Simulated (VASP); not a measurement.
# Se (P3_121) in VASP: a series of runs, part 2 of 2

VASP 6.6.1.

### Step 3. Single point, LDA

Input file INCAR:

```
ALGO = Normal
EDIFF = 1E-7
ENCUT = 520
ISIF = 2
ISMEAR = 0
LASPH = T
LCHARG = T
LELF = T
LREAL = F
LVHAR = T
LWAVE = F
NBANDS = 16
NELM = 80
PREC = Accurate
SIGMA = 0.1
```

Input file KPOINTS:

```
k-points
0
Gamma
  9 9 6
```

Input file POSCAR:

```
Se
1.0
    3.9534579885      0.0000000000      0.0000000000
   -1.9767289943      3.4237950508      0.0000000000
    0.0000000000      0.0000000000      5.1205317866
Se
3
Direct
    0.2543546533      1.0000000000      0.3333333333
    1.0000000000      0.2543546533      0.6666666667
    0.7456453467      0.7456453467      1.0000000000
```

Potentials or basis: VASP PAW LDA potentials, release 64 (Se).

Launch:

```bash
cat potpaw_LDA.64/Se/POTCAR > POTCAR
mpirun -np 1 vasp_std > vasp.out
```

OUTCAR:

```text
EDIFF = 1E-7
   ENCUT = 520
   ISIF = 2
   ISMEAR = 0
   LASPH = T
   LREAL = F
   NELM = 80
   PREC = Accurate

 ion  position               nearest neighbor table
   1  0.254  0.000  0.333-   3 2.44   2 2.44
   2  0.000  0.254  0.667-   3 2.44   1 2.44
   3  0.746  0.746  0.000-   2 2.44   1 2.44

  LATTYP: Found a hexagonal cell.
 ALAT       =     3.9534579885
 C/A-ratio  =     1.2952032882

  Lattice vectors:

 A1 = (   3.9534579885,   0.0000000000,   0.0000000000)
 A2 = (  -1.9767289943,   3.4237950508,   0.0000000000)
 A3 = (   0.0000000000,   0.0000000000,   5.1205317866)

Analysis of symmetry for initial positions (statically):
=====================================================================
 Subroutine PRICEL returns:
 Original cell was already a primitive cell.

[... 162 lines left out ...]
   NGX = 15   NGY = 15   NGZ = 19

 number of electron      18.0000001 magnetization

 Free energy of the ion-electron system (eV)
  ---------------------------------------------------
  ext. energy  EPLUGINS =         0.00000000
  ---------------------------------------------------
  free energy    TOTEN  =       -12.47715629 eV

  energy without entropy =      -12.47706801  energy(sigma->0) =      -12.47711215

 E-fermi :   4.5627     XC(G=0):  -9.9939

 val. band max:        4.4108318072   @ k =   0.3333   0.3333   0.5000
 cond. band min:       4.6937319388   @ k =   0.3333   0.3333   0.5000
 fundamental gap:      0.2829001316
 Fermi energy:         4.5626644376

 k-point     1 :       0.0000    0.0000    0.0000
  band No.  band energies     occupation
      1     -11.9495      2.00000
      2      -7.7486      2.00000
      3      -7.7486      2.00000
      4       0.6396      2.00000
      5       0.9649      2.00000
      6       0.9649      2.00000
[... 433 lines left out ...]
      3      -6.9699      2.00000
      4      -1.3154      2.00000
      5      -0.7022      2.00000
      6       0.5368      2.00000
[... 8 lines left out ...]
     15      13.2267      0.00000
     16      13.9527      0.00000

 [... further k-points ...]
[... 5 lines left out ...]
  --------------------------------------------------------------------------------------
  -------------------------------------------------------------------------------------
  Total        0.0627370      0.0627370      0.1176721     -0.0000000      0.0000000     -0.0000000
  in kB        1.4502222      1.4502222      2.7200958     -0.0000000      0.0000000     -0.0000000
  external PRESSURE =       1.8735134 kB  Pullay stress =       0.0000000 kB

 VOLUME and BASIS-vectors are now :
 -----------------------------------------------------------------------------
  energy-cutoff  :      520.00
  volume of cell :       69.31
      direct lattice vectors                 reciprocal lattice vectors
     3.953457988  0.000000000  0.000000000     0.252943120  0.146036779  0.000000000
    -1.976728994  3.423795051  0.000000000     0.000000000  0.292073557  0.000000000
     0.000000000  0.000000000  5.120531787     0.000000000  0.000000000  0.195292216

 POSITION                                       TOTAL-FORCE (eV/Angst)
 -----------------------------------------------------------------------------------
      1.00558      0.00000      1.70684         0.051809     -0.000000     -0.000000
     -0.50279      0.87086      3.41369        -0.025904      0.044868      0.000000
      1.47394      2.55294      0.00000        -0.025904     -0.044868      0.000000
 -----------------------------------------------------------------------------------
    total drift:                               -0.000000     -0.000001      0.000000

  FREE ENERGIE OF THE ION-ELECTRON SYSTEM (eV)
  ---------------------------------------------------
  free  energy   TOTEN  =       -12.4771562857 eV

  energy  without entropy=      -12.4770680054  energy(sigma->0) =      -12.47711215
```

OSZICAR:

```text
N       E                     dE             d eps       ncg     rms          rms(c)
DAV:   1     0.762365983941E+02    0.76237E+02   -0.74887E+03  1984   0.955E+02
DAV:   2    -0.793418907799E+01   -0.84171E+02   -0.79621E+02  2688   0.157E+02
DAV:   3    -0.125361873963E+02   -0.46020E+01   -0.45845E+01  2376   0.410E+01
DAV:   4    -0.125651787311E+02   -0.28991E-01   -0.28987E-01  2648   0.383E+00
DAV:   5    -0.125653569652E+02   -0.17823E-03   -0.17823E-03  2528   0.290E-01    0.765E+00
DAV:   6    -0.125013246771E+02    0.64032E-01   -0.29559E-02  2472   0.106E+00    0.467E+00
DAV:   7    -0.124780339142E+02    0.23291E-01   -0.57745E-02  2368   0.141E+00    0.186E-01
DAV:   8    -0.124771374184E+02    0.89650E-03   -0.82726E-03  2200   0.553E-01    0.110E-01
DAV:   9    -0.124771626324E+02   -0.25214E-04   -0.23663E-04  2824   0.101E-01    0.307E-02
DAV:  10    -0.124771560833E+02    0.65491E-05   -0.27129E-05  2456   0.332E-02    0.599E-03
DAV:  11    -0.124771565335E+02   -0.45019E-06   -0.51716E-06  2696   0.127E-02    0.355E-03
DAV:  12    -0.124771563000E+02    0.23347E-06   -0.67500E-07  2312   0.495E-03    0.104E-03
DAV:  13    -0.124771562857E+02    0.14331E-07   -0.10029E-07  1504   0.179E-03
   1 F= -.12477156E+02 E0= -.12477112E+02  d E =-.882803E-04
```

stdout:

```text
POSCAR found type information on POSCAR Se
 POSCAR found :  1 types and       3 ions
 scaLAPACK will be used
 LDA part: xc-table for (Slater(with rela. corr.)+CA(PZ))
 , standard interpolation
 POSCAR, INCAR and KPOINTS ok, starting setup
 FFT: planning ... GRIDC
 FFT: planning ... GRID_SOFT
 FFT: planning ... GRID
 WAVECAR not read
 entering main loop
```

Run time: 25 s. Hardware: 1 thread of Intel Xeon 6975P-C (Granite Rapids), shared host; peak memory 0.18 GiB.

Results:

```
Free energy            : -12.4772 eV
Pressure               : 0.2 GPa
Largest force          : 0.052 eV/Å
Band gap on the k mesh : 0.28 eV, direct
```

Forces in eV/Å, atoms in the order of the input:
```
Se   0.052  0.000  0.000
Se  -0.026  0.045  0.000
Se  -0.026 -0.045  0.000
```

A k mesh can miss the band edges.

### Step 4. Single point, LDA

Input file INCAR:

```
SYSTEM = Se
PREC     = Accurate       ! precision mode
ENCUT    = 520            ! plane-wave cutoff, eV
EDIFF    = 1E-7           ! SCF threshold, eV
ISMEAR   = 0              ! smearing method
SIGMA    = 0.2            ! smearing width, eV
LREAL    = .False.        ! projectors in reciprocal space
LASPH    = .True.         ! aspherical terms in the spheres
NELM     = 60             ! most SCF steps
ALGO     = Normal         ! electronic algorithm
ISIF     = 2              ! what is computed and relaxed
LWAVE    = .False.        ! write WAVECAR
LCHARG   = .False.        ! write CHGCAR
NBANDS   = 16             ! bands
```

Input file KPOINTS:

```
Automatic mesh
0
Gamma
  9 9 6
  0 0 0
```

POSCAR is that of step 3.

Launch:

```bash
cat potpaw_LDA.64/Se/POTCAR > POTCAR
mpirun -np 1 vasp_std > vasp.out
```

Wall time 25 s (1 thread of Intel Xeon 6975P-C (Granite Rapids), shared host); peak memory 0.18 GiB.

It converged, with:

| Item | Value |
| --- | --- |
| Free energy | -12.4774 eV |
| Pressure | 0.2 GPa |
| Largest force | 0.051 eV/Å |
| Band gap on the k mesh | 0.28 eV, direct |

Forces on the atoms (eV/Å):
```
Se   0.051  0.000  0.000
Se  -0.026  0.044  0.000
Se  -0.026 -0.044  0.000
```

Stress tensor (GPa, compression positive):
```
0.13 0.00 0.00
0.00 0.13 0.00
0.00 0.00 0.30
```

Levels at points of the mesh, in eV from the valence-band top:
| k point | band 5 | band 6 | band 7 | band 8 | band 9 | band 10 | band 11 | band 12 | band 13 | band 14 |
| --- | --- | --- | --- | --- | --- | --- | --- | --- | --- | --- |
| (0.00, 0.00, 0.00) | -3.45 | -3.45 | -1.98 | -1.98 | -0.69 | 1.32 | 1.32 | 2.00 | 6.17 | 6.17 |
| (0.00, 0.00, 0.50) | -3.19 | -3.19 | -1.52 | -1.35 | -1.35 | 0.74 | 0.75 | 0.75 | 5.26 | 6.80 |

### Step 5. Single point, LDA

Input file INCAR:

```
SYSTEM = Se
PREC     = Accurate       ! precision mode
ENCUT    = 520            ! plane-wave cutoff, eV
EDIFF    = 1E-6           ! SCF threshold, eV
ISMEAR   = 0              ! smearing method
SIGMA    = 0.3            ! smearing width, eV
LREAL    = .FALSE.        ! projectors in reciprocal space
LASPH    = .TRUE.         ! aspherical terms in the spheres
NELM     = 60             ! most SCF steps
ALGO     = Normal         ! electronic algorithm
ISIF     = 2              ! what is computed and relaxed
LWAVE    = .FALSE.        ! write WAVECAR
LCHARG   = .TRUE.         ! write CHGCAR
GGA      = CA             ! functional
LELF     = .TRUE.         ! ELF
LVHAR    = .TRUE.       
NBANDS   = 16             ! bands
```

Input file KPOINTS:

```
regular mesh
0
G
  9 9 6
  0 0 0
```

POSCAR is that of step 4.

Launch:

```bash
cat potpaw_LDA.64/Se/POTCAR > POTCAR
mpirun -np 1 vasp_std > vasp.out
```

Wall time 22 s (1 thread of Intel Xeon 6975P-C (Granite Rapids), shared host); peak memory 0.18 GiB.

It converged, with:

```
Free energy            : -12.4781 eV
Pressure               : 0.2 GPa
Largest force          : 0.052 eV/Å
Band gap on the k mesh : 0.28 eV, direct
```

Forces in eV/Å, atoms in the order of the input:
```
Se   0.052  0.000  0.000
Se  -0.026  0.045  0.000
Se  -0.026 -0.045  0.000
```

Stress tensor (GPa, compression positive):
```
0.13 0.00 0.00
0.00 0.13 0.00
0.00 0.00 0.33
```

Levels at points of the mesh, in eV from the valence-band top:
| k point | band 5 | band 6 | band 7 | band 8 | band 9 | band 10 | band 11 | band 12 | band 13 | band 14 |
| --- | --- | --- | --- | --- | --- | --- | --- | --- | --- | --- |
| (0.00, 0.00, 0.00) | -3.45 | -3.45 | -1.98 | -1.98 | -0.69 | 1.33 | 1.33 | 2.00 | 6.17 | 6.17 |
| (0.00, 0.00, 0.50) | -3.19 | -3.19 | -1.52 | -1.35 | -1.35 | 0.75 | 0.75 | 0.75 | 5.26 | 6.80 |

A k mesh can miss the band edges.

### Step 6. Single point, LDA

Input file INCAR:

```
SYSTEM = Se
PREC     = Accurate       ! precision mode
ENCUT    = 520            ! plane-wave cutoff, eV
EDIFF    = 1E-6           ! SCF threshold, eV
ISMEAR   = 0              ! smearing method
SIGMA    = 0.6            ! smearing width, eV
LREAL    = .False.        ! projectors in reciprocal space
LASPH    = .True.         ! aspherical terms in the spheres
NELM     = 60             ! most SCF steps
ALGO     = Normal         ! electronic algorithm
ISIF     = 2              ! what is computed and relaxed
LWAVE    = .False.        ! write WAVECAR
LCHARG   = .True.         ! write CHGCAR
LELF     = .True.         ! ELF
LVHAR    = .True.       
NBANDS   = 16             ! bands
```

Input file KPOINTS:

```
Automatic mesh
0
Gamma
  9 9 6
  0 0 0
```

POSCAR is that of step 5.

Potentials or basis: VASP PAW LDA potentials, release 64 (Se).

Launch:

```bash
cat potpaw_LDA.64/Se/POTCAR > POTCAR
mpirun -np 1 vasp_std > vasp.out
```

It took 22 s on 1 thread of Intel Xeon 6975P-C (Granite Rapids), shared host; peak memory 0.18 GiB.

It converged, with:

```
Free energy            : -12.4932 eV
Pressure               : 0.3 GPa
Largest force          : 0.090 eV/Å
Band gap on the k mesh : 0.29 eV, direct
```

Forces in eV/Å, atoms in the order of the input:
```
Se   0.090  0.000  0.000
Se  -0.045  0.078  0.000
Se  -0.045 -0.078  0.000
```

Stress tensor (GPa, compression positive):
```
0.20 0.00 0.00
0.00 0.20 0.00
0.00 0.00 0.40
```

Levels at points of the mesh, in eV from the valence-band top:
```
           k point  band 6  band 7  band 8  band 9  band 10  band 11  band 12  band 13
(0.00, 0.00, 0.00)   -3.44   -1.98   -1.98   -0.69     1.33     1.33     2.00     6.17
(0.00, 0.00, 0.50)   -3.18   -1.52   -1.35   -1.35     0.75     0.75     0.75     5.27
```

A k mesh can miss the band edges.

### Step 7. Overview

```tsv
smearing	gap on the mesh (eV)	pressure (GPa)	largest force (eV/Å)
gaussian 0.03 eV	0.28	0.2	0.05
gaussian 0.1 eV	0.28	0.2	0.05
gaussian 0.2 eV	0.28	0.2	0.05
gaussian 0.3 eV	0.28	0.2	0.05
gaussian 0.6 eV	0.29	0.3	0.09
```

Alike in all rows: task single point; level LDA; potentials or basis VASP PAW LDA potentials, release 64 (Se); no spin polarisation; cell as given; k mesh 9 × 9 × 6; cutoff (eV) 520.

On the cell as given the gap runs from 0.28 eV (LDA) to 0.29 eV (LDA).

Total energies depend on the potentials used, so only differences within one code and one set of settings carry meaning.
